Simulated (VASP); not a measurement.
Set up this calculation in VASP 6.6.1, as the native input.

* Task: single point
* Functional: PBEsol
* Potentials or basis: VASP PAW PBE potentials, release 64 (Ag, O)
* Cutoff: 520 eV
* k mesh: 18 × 18 × 18
* Occupations: gaussian, width 0.15 eV
* Spin: no spin polarisation
* Dipole correction: no
* Further INCAR settings: ALGO = Normal; EDIFF = 1e-06; NBANDS = 16

The structure of AgO lies in POSCAR:

```
AgO
1.0
    0.0000000000      2.4983000000      2.4080000000
    2.4983000000      0.0000000000      2.4080000000
    2.4983000000      2.4983000000      0.0000000000
Ag O
1 1
Direct
    0.0000000000      0.0000000000      0.0000000000
    0.7500000000      0.7500000000      0.7500000000
```

This cell differs from its parent crystal: strain +0.0375 x Voigt [1, 1, 0, 0, 0, 0].

The input as run:

INCAR

```
PREC = Accurate
ENCUT = 520
EDIFF = 1E-6
ISMEAR = 0
SIGMA = 0.15
LREAL = False
LASPH = True
NELM = 60
ALGO = Normal
ISIF = 2
LWAVE = False
LCHARG = False
GGA = PS
NBANDS = 16
```

KPOINTS

```
Automatic mesh
0
Gamma
  18 18 18
```

Potentials or basis: VASP PAW PBE potentials, release 64 (Ag, O).

The run is started by

```sh
$ cat potpaw_PBE.64/Ag/POTCAR potpaw_PBE.64/O/POTCAR > POTCAR
$ mpirun -np 1 vasp_std > vasp.out
```

It gave:

The pressure is 0.7 GPa and the band gap on the k mesh is zero (an odd number of electrons rules out a gap without spin polarisation).

Caveat: the cell differs from its parent crystal (strain +0.0375 x Voigt [1, 1, 0, 0, 0, 0]); the PAW data sets were made with another functional, which shifts forces and pressure a little; an odd number of electrons without spin polarisation forces a metal; a magnetic or distorted state may lie lower.

It took 98 s on 1 thread of Intel(R) Xeon(R) 6975P-C (Granite Rapids) (shared host), peak memory 0.34 GiB.
